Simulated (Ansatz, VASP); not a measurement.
**Au: VASP beside Ansatz**

```
Au
1.0
     0.00000    1.98413    2.10686
     1.98413    0.00000    2.10686
     1.98413    1.98413    0.00000
Au
1
Cartesian
  0.0000 0.0000 0.0000
```

Change from the starting cell: strain -0.030 along x and y, +0.030 along z, atoms carried along.

Alike in both runs: task single point; functional PBEsol; k mesh 20 × 20 × 20; occupations gaussian, width 0.15 eV; no spin polarisation.

```csv
,VASP,Ansatz
version,VASP 6.6.1,Ansatz 0.2.0
potentials or method,"VASP PAW PBE potentials, release 64 (Au), cutoff 520 eV","scalar-relativistic, plane waves, PAW"
valence electrons in the cell,11,19
```

```tsv
	VASP	Ansatz	Ansatz less VASP
gap on the k mesh at the Fermi level (eV)	none	none	-
pressure (GPa)	4.6	5.0	+0.32
traceless stress, the component that is largest in VASP (GPa)	-1.71	-1.70	+0.009
```

VASP's potentials were made for PBE, not for PBEsol. A gap of «none» marks a metal or a gap that the smearing closes. With one functional, cell and mesh, what is left measures potentials, basis and numerics. VASP's potentials hold 11 valence electrons a cell and Ansatz's 19, so a difference there can come from the potentials and not from the codes.

Spin-orbit coupling is off throughout.
